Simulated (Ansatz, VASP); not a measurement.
One calculation of SnSe, two programs

```xyz
4
Lattice="4.2853 0.0000 0.0000 0.0000 4.2853 0.0000 0.0000 0.0000 10.9907" Properties=species:S:1:pos:R:3 pbc="T T T"
Sn    0.0000    2.1427    6.8996
Sn    2.1427    0.0000    4.0911
Se    0.0000    2.1427    4.2200
Se    2.1427    0.0000    6.7707
```

Alike in both runs: task single point; functional LDA; k mesh 8 × 8 × 4; occupations gaussian, width 0.02 eV; no spin polarisation.

|  | VASP | Ansatz |
| --- | --- | --- |
| version | VASP 6.6.1 | Ansatz 0.2.0 |
| potentials or method | VASP PAW LDA potentials, release 64 (Sn_d, Se), cutoff 520 eV | scalar-relativistic, plane waves, PAW |
| valence electrons in the cell | 40 | 60 |

|  | VASP | Ansatz | Ansatz less VASP |
| --- | --- | --- | --- |
| gap on the k mesh at the Fermi level (eV) | 0.96 | 0.97 | +0.014 |
| rms of the force components (eV/Å) | 0.090 | 0.102 | +0.0120 |

LDA's correlation is that of Perdew and Zunger in VASP and of Perdew and Wang (1992) in Ansatz. Atom by atom the forces differ by 0.013 eV/Å (rms over components). VASP's potentials hold 40 valence electrons a cell and Ansatz's 60, so a difference there can come from the potentials and not from the codes. Ansatz's warnings: stress scf threshold loose.
